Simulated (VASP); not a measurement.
Here is a VASP 6.6.1 calculation.

The input INCAR:

```
  ALGO = Normal
  EDIFF = 1E-8
  ENCUT = 520
  GGA = PS
  IBRION = 8
  ISIF = 2
  ISMEAR = 0
  LASPH = T
  LCHARG = T
  LREAL = F
  LWAVE = F
  NBANDS = 11
  NELM = 100
  NSW = 1
  PREC = Accurate
  SIGMA = 0.01
```

Contents of KPOINTS:

```
k-points
0
Gamma
  8 8 8
```

Contents of POSCAR:

```
BeS
1.0
    0.0000000000      2.4189631388      2.4189631388
    2.4189631388      0.0000000000      2.4189631388
    2.4189631388      2.4189631388      0.0000000000
Be S
1 1
Direct
    0.0000000000      0.0000000000      0.0000000000
    0.7500000000      0.7500000000      0.7500000000
```

Potentials or basis: VASP PAW PBE potentials, release 64 (Be, S).

The run is started by

```console
$ cat potpaw_PBE.64/Be/POTCAR potpaw_PBE.64/S/POTCAR > POTCAR
$ mpirun -np 1 vasp_std > vasp.out
```

(1) Estimate the highest phonon frequency at Γ, LO-TO splitting left out.

Results:

(1) 577 cm⁻¹.
